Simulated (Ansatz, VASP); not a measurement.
Si in VASP and in Ansatz

Contents of INCAR:

```
SYSTEM = Si
PREC = Accurate
ENCUT = 520
EDIFF = 1E-6
ISMEAR = -1
SIGMA = 0.05
LREAL = .False.
LASPH = .True.
NELM = 80
ALGO = Normal
ISIF = 2
LWAVE = .False.
LCHARG = .True.
GGA = PE
LELF = .True.
LVHAR = .True.
NBANDS = 11
```

The input KPOINTS:

```
Automatic mesh
0
Gamma
  10 10 10
  0 0 0
```

Contents of POSCAR:

```
Si
1.0
    0.0000000000      2.7144176166      2.7144176166
    2.7144176166      0.0000000000      2.7144176166
    2.7144176166      2.7144176166      0.0000000000
Si
2
Direct
   -0.2825000000     -0.0725000000     -0.0725000000
    0.2825000000      0.0725000000      0.0725000000
```

Input for Ansatz:

```yaml
crystal:
  lattice:
    - [0.0, 2.7144176166, 2.7144176166]
    - [2.7144176166, 0.0, 2.7144176166]
    - [2.7144176166, 2.7144176166, 0.0]
  atoms:
    - { symbol: Si, position: [-0.2825, -0.0725, -0.0725] }
    - { symbol: Si, position: [0.2825, 0.0725, 0.0725] }
kpoints:
  mp_grid: { grid: [10, 10, 10] }
scf:
  occupations: { method: fermi_dirac, width: 0.05 }
hamiltonian:
  xc: pbe
  pseudopotentials: { kind: all_electron, lapw: { basis_error: 0.001 } }
output:
  forces: true
  stress: true
  eigenvalues: true
  populations: true
```

Change from the starting cell: shortest bond scaled by 0.58, LAPW.

Alike in both runs: task single point; functional PBE; k mesh 10 × 10 × 10; occupations fermi-dirac, width 0.05 eV; no spin polarisation.

|  | VASP | Ansatz |
| --- | --- | --- |
| version | VASP 6.6.1 | Ansatz 0.2.0 |
| potentials or method | VASP PAW PBE potentials, release 64 (Si), cutoff 520 eV | all-electron LAPW, scalar-relativistic |

Ansatz gave:

```
pressure (GPa)                                                : 110.3
traceless stress, the component that is largest in VASP (GPa) : -113.24
rms of the force components (eV/Å)                            : 36.819
```

Problem. Which values does VASP return?

Solution. Pressure (GPa): 113.1; traceless stress, the component that is largest in VASP (GPa): -115.58; rms of the force components (eV/Å): 37.498.

Atom by atom the forces differ by 0.679 eV/Å (rms over components). Both programs put the cell under a high pressure, so it lies far from rest at this level. Ansatz ran all-electron here, and VASP with PAW potentials.

Noted on VASP's run: the cell as given lies far from equilibrium.
